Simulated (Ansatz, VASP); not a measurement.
S in VASP and in Ansatz

```xyz
3
Lattice="4.6540 0.0000 0.0000 -2.3270 4.0305 0.0000 0.0000 0.0000 4.3940" Properties=species:S:1:pos:R:3 pbc="T T T"
S     0.8432    0.0000    1.4647
S    -0.4216    0.7302    2.9293
S     1.9054    3.3003    0.0000
```

Alike in both runs: functional r2SCAN; k mesh 9 × 9 × 6; occupations gaussian, width 0.02 eV; no spin polarisation.

Ansatz relaxed the structure, and its values are those at the end. VASP's run is a single point on that final structure, the one shown.

|  | VASP | Ansatz |
| --- | --- | --- |
| version | VASP 6.6.1 | Ansatz 0.2.0 |
| potentials or method | VASP PAW PBE potentials, release 64 (S), cutoff 520 eV | scalar-relativistic, plane waves, PAW |
| valence electrons in the cell | 18 | 18 |

|  | VASP | Ansatz | Ansatz less VASP |
| --- | --- | --- | --- |
| gap on the k mesh at the Fermi level (eV) | 2.50 | 2.45 | -0.049 |
| least direct gap on the mesh (eV) | 2.70 | 2.65 | -0.053 |
| pressure (GPa) | -0.5 | 0.0 | +0.46 |
| rms of the force components (eV/Å) | 0.072 | 0.000 | -0.0722 |

VASP's potentials were made for PBE, not for r2SCAN. The functional is the same, so the differences come from potentials, cutoffs and numerics.
